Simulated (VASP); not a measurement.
# CdS (CsCl type) (Pm-3m) in VASP: further runs

CdS (CsCl type) is run at these levels: PBE; tasks: single point, relaxation of cell and atoms.

Program: VASP 6.6.1. These are calculated values, not measurements. Logs are shortened: lines on timing, memory, paths and dates and some standing lists are left out, and cuts for length are marked.

**1. The cell of the first run**

The structure is cubic, space group Pm-3m (No. 221). The conventional cell has a = 3.276 Å, b = 3.276 Å, c = 3.276 Å, α = 90.00°, β = 90.00°, γ = 90.00°. Cd (site symmetry m-3m) has 8 S at 2.84 Å and 6 Cd at 3.28 Å within 3.7 Å. S (site symmetry m-3m) has 8 Cd at 2.84 Å and 6 S at 3.28 Å within 3.7 Å.

**2. Single point, PBE**

INCAR reads:

```
SYSTEM = CdS
ALGO = Normal ; EDIFF = 1E-7
ENCUT = 520 ; GGA = PE
ISIF = 2 ; ISMEAR = -1
LASPH = .True. ; LCHARG = .False.
LREAL = .False. ; LWAVE = .False.
NBANDS = 16 ; NELM = 80
PREC = Accurate ; SIGMA = 0.05
```

KPOINTS reads:

```
k-points
0
Gamma
  13 13 13
  0 0 0
```

POSCAR reads:

```
CdS
1.0
    3.2763661750      0.0000000000      0.0000000000
    0.0000000000      3.2763661750      0.0000000000
    0.0000000000      0.0000000000      3.2763661750
Cd S
1 1
Direct
    0.0000000000      0.0000000000      0.0000000000
    0.5000000000      0.5000000000      0.5000000000
```

Potentials or basis: VASP PAW PBE potentials, release 64 (Cd, S).

Started as:

```bash
$ cat potpaw_PBE.64/Cd/POTCAR potpaw_PBE.64/S/POTCAR > POTCAR
$ mpirun -np 1 vasp_std > vasp.out
```

OUTCAR:

```text
SYSTEM = CdS
   EDIFF = 1E-7
   ENCUT = 520
   GGA = PE
   ISIF = 2
   ISMEAR = -1
   LASPH = .True.
   LREAL = .False.
   NELM = 80
   PREC = Accurate

 ion  position               nearest neighbor table
   1  0.000  0.000  0.000-   2 2.84   2 2.84   2 2.84   2 2.84   2 2.84   2 2.84   2 2.84   2 2.84

   2  0.500  0.500  0.500-   1 2.84   1 2.84   1 2.84   1 2.84   1 2.84   1 2.84   1 2.84   1 2.84

  LATTYP: Found a simple cubic cell.
 ALAT       =     3.2763661750

  Lattice vectors:

 A1 = (   3.2763661750,   0.0000000000,   0.0000000000)
 A2 = (   0.0000000000,   3.2763661750,   0.0000000000)
 A3 = (   0.0000000000,   0.0000000000,   3.2763661750)

Analysis of symmetry for initial positions (statically):
=====================================================================
 Subroutine PRICEL returns:
 Original cell was already a primitive cell.

 Routine SETGRP: Setting up the symmetry group for a
 simple cubic supercell.

 Subroutine GETGRP returns: Found 48 space group operations
 (whereof 48 operations were pure point group operations)
 out of a pool of 48 trial point group operations.

The static configuration has the point symmetry O_h .

Analysis of symmetry for dynamics (positions and initial velocities):
=====================================================================
 Subroutine PRICEL returns:
 Original cell was already a primitive cell.

 Routine SETGRP: Setting up the symmetry group for a
 simple cubic supercell.

 Subroutine GETGRP returns: Found 48 space group operations
 (whereof 48 operations were pure point group operations)
 out of a pool of 48 trial point group operations.

The dynamic configuration has the point symmetry O_h .

 Subroutine INISYM returns: Found 48 space group operations
 (whereof 48 operations are pure point group operations),
 and found     1 'primitive' translations

----------------------------------------------------------------------------------------

                                     Primitive cell

  volume of cell :      35.1704

  direct lattice vectors                    reciprocal lattice vectors
     3.276366175  0.000000000  0.000000000     0.305216190  0.000000000  0.000000000
     0.000000000  3.276366175  0.000000000     0.000000000  0.305216190  0.000000000
     0.000000000  0.000000000  3.276366175     0.000000000  0.000000000  0.305216190

  length of vectors
     3.276366175  3.276366175  3.276366175     0.305216190  0.305216190  0.305216190

  position of ions in fractional coordinates (direct lattice)
     0.000000000  0.000000000  0.000000000
     0.500000000  0.500000000  0.500000000

  ion indices of the primitive-cell ions
   primitive index   ion index
                 1           1
                 2           2

----------------------------------------------------------------------------------------

 KPOINTS: k-points

Automatic generation of k-mesh.
 Grid dimensions read from file:
 generate k-points for:   13   13   13

 Generating k-lattice:

  Cartesian coordinates                     Fractional coordinates (reciprocal lattice)
     0.023478168  0.000000000  0.000000000     0.076923077  0.000000000  0.000000000
     0.000000000  0.023478168  0.000000000     0.000000000  0.076923077  0.000000000
     0.000000000  0.000000000  0.023478168     0.000000000  0.000000000  0.076923077

  Length of vectors
     0.023478168  0.023478168  0.023478168

  Shift w.r.t. Gamma in fractional coordinates (k-lattice)
     0.000000000  0.000000000  0.000000000

 Subroutine IBZKPT returns following result:
 ===========================================

 Found     84 irreducible k-points:

 Following reciprocal coordinates:
            Coordinates               Weight
  0.000000  0.000000  0.000000      1.000000
  0.076923  0.000000  0.000000      6.000000
  0.153846  0.000000  0.000000      6.000000
  0.230769  0.000000  0.000000      6.000000
  0.307692  0.000000  0.000000      6.000000
  0.384615  0.000000  0.000000      6.000000
[... 16 lines left out ...]
  0.307692  0.307692  0.000000     12.000000
  0.384615  0.307692  0.000000     24.000000
 [... further k-points ...]
   k-points           NKPTS =     84   k-points in BZ     NKDIM =     84   number of bands    NBANDS=     16
   number of dos      NEDOS =    301   number of ions     NIONS =      2
   total plane-waves  NPLWV =  13824
   dimension x,y,z NGX =    24 NGY =   24 NGZ =   24
   dimension x,y,z NGXF=    48 NGYF=   48 NGZF=   48
   ions per type =               1   1
   NGX,Y,Z   is equivalent  to a cutoff of  12.18, 12.18, 12.18 a.u.
   NGXF,Y,Z  is equivalent  to a cutoff of  24.36, 24.36, 24.36 a.u.
 SYSTEM =  CdS
   PREC   = accura    normal or accurate (medium, high low for compatibility)
   ISTART =      0    job   : 0-new  1-cont  2-samecut
   ICHARG =      2    charge: 1-file 2-atom 10-const
   ISPIN  =      1    spin polarized calculation?
   LNONCOLLINEAR =      F non collinear calculations
   LSORBIT =      F    spin-orbit coupling
   LASPH  =      T    aspherical Exc in radial PAW
   ENCUT  =  520.0 eV  38.22 Ry    6.18 a.u.   6.09  6.09  6.09*2*pi/ulx,y,z
   NELM   =     80;   NELMIN=  2; NELMDL= -5     # of ELM steps
   EDIFF  = 0.1E-06   stopping-criterion for ELM
   LREAL  =      F    real-space projection
   EDIFFG = 0.1E-05   stopping-criterion for IOM
   NSW    =      0    number of steps for IOM
   IBRION =     -1    ionic relax: 0-MD 1-quasi-New 2-CG
   NFREE  =      0    steps in history (QN), initial steepest desc. (CG)
   ISIF   =      2    stress and relaxation
   ISYM   =      2    0-nonsym 1-usesym 2-fastsym
   POTIM  = 0.5000    time-step for ionic-motion
   TEBEG  =    0.0;   TEEND  =   0.0 temperature during run
   PSTRESS=    0.0 pullay stress
   NELECT =      18.0000    total number of electrons
   NUPDOWN=      -1.0000    fix difference up-down
   EMIN   =  10.00;   EMAX   =-10.00  energy-range for DOS
   EFERMI =   0.00;   METHOD = LEGACY
   ISMEAR =    -1;   SIGMA  =   0.05  broadening in eV -4-tet -1-fermi 0-gaus
   EFERMI_NEDOS =   21; number of points for ismear=-14 and -15
   IALGO  =     38    algorithm
   IMIX   =      4    mixing-type and parameters
     AMIX     =   0.40;   BMIX     =  1.00
     AMIX_MAG =   1.60;   BMIX_MAG =  1.00
  volume/ion in A,a.u.               =      17.59       118.67
  Fermi-wavevector in a.u.,A,eV,Ry     =   1.309503  2.474602 23.331252  1.714799
  Thomas-Fermi vector in A             =   2.440097
   LORBIT       =      0    0 simple, 1 ext, 2 COOP (PROOUT), +10 PAW based schemes
   GGA     = PE    functional components
   LHFCALC =     F    Hartree Fock is set to
   AEXX    =    0.0000 exact exchange contribution
   IVDW    =     0    specifies the selected vdW correction
   LEPSILON=     F    determine dielectric tensor
   LRPA    =     F    only Hartree local field effects (RPA)
 non-spin polarized calculation
  energy-cutoff  :      520.00
  volume of cell :       35.17
 maximum number of plane-waves:       959
   NGX = 13   NGY = 13   NGZ = 13

 number of electron      17.9999990 magnetization

 Free energy of the ion-electron system (eV)
  ---------------------------------------------------
  ext. energy  EPLUGINS =         0.00000000
  ---------------------------------------------------
  free energy    TOTEN  =        -4.72064213 eV

  energy without entropy =       -4.71093847  energy(sigma->0) =       -4.71579030

 E-fermi :   5.0126     XC(G=0): -11.3225

 val. band max:        4.9768716185   @ k =   0.3846   0.2308   0.0000
 cond. band min:       5.0222205814   @ k =   0.3846   0.3077   0.0000
 fundamental gap:      0.0453489629
 Fermi energy:         5.0125560292

 k-point     1 :       0.0000    0.0000    0.0000
  band No.  band energies     occupation
      1      -9.1783      2.00000
      2      -3.9958      2.00000
      3      -3.9958      2.00000
      4      -3.2312      2.00000
      5      -3.2312      2.00000
      6      -3.2312      2.00000
[... 8 lines left out ...]
     15      17.8376      0.00000
     16      19.9337      0.00000

 k-point     2 :       0.0769    0.0000    0.0000
  band No.  band energies     occupation
      1      -9.1209      2.00000
      2      -3.9903      2.00000
      3      -3.9734      2.00000
      4      -3.2545      2.00000
      5      -3.2545      2.00000
      6      -3.2291      2.00000
[... 8 lines left out ...]
     15      17.5113      0.00000
     16      19.9243      0.00000

 k-point     3 :       0.1538    0.0000    0.0000
  band No.  band energies     occupation
      1      -8.9538      2.00000
      2      -3.9751      2.00000
      3      -3.9164      2.00000
      4      -3.3176      2.00000
      5      -3.3176      2.00000
      6      -3.2233      2.00000
[... 8 lines left out ...]
     15      16.8973      0.00000
     16      19.8979      0.00000

 k-point     4 :       0.2308    0.0000    0.0000
  band No.  band energies     occupation
      1      -8.6940      2.00000
      2      -3.9536      2.00000
      3      -3.8551      2.00000
      4      -3.4034      2.00000
      5      -3.4034      2.00000
      6      -3.2151      2.00000
[... 8 lines left out ...]
     15      16.8795      0.00000
     16      19.8604      0.00000
[... 324 lines left out ...]
 k-point    22 :       0.4615    0.2308    0.0000
  band No.  band energies     occupation
      1      -7.6773      2.00000
      2      -3.8426      2.00000
      3      -3.5366      2.00000
      4      -3.5269      2.00000
      5      -3.3754      2.00000
      6      -3.3141      2.00000
[... 8 lines left out ...]
     15      17.8715      0.00000
     16      20.4020      0.00000

 k-point    23 :       0.3077    0.3077    0.0000
  band No.  band energies     occupation
      1      -7.8518      2.00000
      2      -3.8557      2.00000
      3      -3.4407      2.00000
      4      -3.4287      2.00000
      5      -3.4043      2.00000
      6      -3.3847      2.00000
[... 8 lines left out ...]
     15      17.1334      0.00000
     16      18.6473      0.00000

 k-point    24 :       0.3846    0.3077    0.0000
  band No.  band energies     occupation
      1      -7.6788      2.00000
      2      -3.8217      2.00000
      3      -3.4746      2.00000
      4      -3.3854      2.00000
      5      -3.3491      2.00000
      6      -3.2760      2.00000
[... 8 lines left out ...]
     15      17.0716      0.00000
     16      19.5676      0.00000

 [... further k-points ...]

------------------------ aborting loop because EDIFF is reached ----------------------------------------

  FORCE on cell =-STRESS in cart. coord.  units (eV):
  Direction    XX          YY          ZZ          XY          YZ          ZX
  --------------------------------------------------------------------------------------
  -------------------------------------------------------------------------------------
  Total        2.5394054      2.5394054      2.5394054      0.0000000      0.0000000      0.0000000
  in kB      115.6818755    115.6818755    115.6818755      0.0000000      0.0000000      0.0000000
  external PRESSURE =     115.6818755 kB  Pullay stress =       0.0000000 kB

 VOLUME and BASIS-vectors are now :
 -----------------------------------------------------------------------------
  energy-cutoff  :      520.00
  volume of cell :       35.17
      direct lattice vectors                 reciprocal lattice vectors
     3.276366175  0.000000000  0.000000000     0.305216190  0.000000000  0.000000000
     0.000000000  3.276366175  0.000000000     0.000000000  0.305216190  0.000000000
     0.000000000  0.000000000  3.276366175     0.000000000  0.000000000  0.305216190

 POSITION                                       TOTAL-FORCE (eV/Angst)
 -----------------------------------------------------------------------------------
      0.00000      0.00000      0.00000         0.000000      0.000000      0.000000
      1.63818      1.63818      1.63818         0.000000      0.000000      0.000000
 -----------------------------------------------------------------------------------
    total drift:                                0.000000      0.000000     -0.000000

  FREE ENERGIE OF THE ION-ELECTRON SYSTEM (eV)
  ---------------------------------------------------
  free  energy   TOTEN  =        -4.7206421284 eV

  energy  without entropy=       -4.7109384725  energy(sigma->0) =       -4.71579030
```

Wall time 44 s (1 thread of Intel Xeon 8259CL, shared host); peak memory 0.17 GiB.

What came out:

```yaml
Free_energy: -4.7206 eV
Pressure: 11.6 GPa
Band_gap_on_the_k_mesh: zero (bands 9 and 10 overlap by 0.64 eV)
```

Caveat: the cell stands under pressure; semilocal functionals underestimate gaps, so a narrow gap can read as zero.

(Continued in part 2 of 2.)
